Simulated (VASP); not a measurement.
Input of a VASP 6.6.1 run:

Contents of INCAR:

```
PREC = Accurate
ENCUT = 520
EDIFF = 1E-7
ISMEAR = -1
SIGMA = 0.08
LREAL = False
LASPH = True
NELM = 100
ALGO = Normal
ISIF = 2
LWAVE = False
LCHARG = True
LELF = True
LVHAR = True
NBANDS = 15
```

KPOINTS

```
Automatic mesh
0
Gamma
  11 11 15
```

Contents of POSCAR:

```
Li2Pd
1.0
    4.2689671862      0.0000000000      0.0000000000
   -2.1344835931      3.6970340312      0.0000000000
    0.0000000000      0.0000000000      2.7319000000
Li Pd
2 1
Direct
    0.3333333333      0.6666666667      0.5000000000
    0.6666666667      0.3333333333      0.5000000000
    0.0000000000      0.0000000000      0.0000000000
```

Potentials or basis: VASP PAW LDA potentials, release 64 (Li_sv, Pd).

Run with:

```bash
$ cat potpaw_LDA.64/Li_sv/POTCAR potpaw_LDA.64/Pd/POTCAR > POTCAR
$ mpirun -np 1 vasp_std > vasp.out
```

(1) Estimate the band gap on the k mesh.

Results:

(1) zero (bands 8 and 9 overlap by 2.31 eV).

Caveat: the cell differs from its parent crystal (equal xx and yy strain of +1 %).
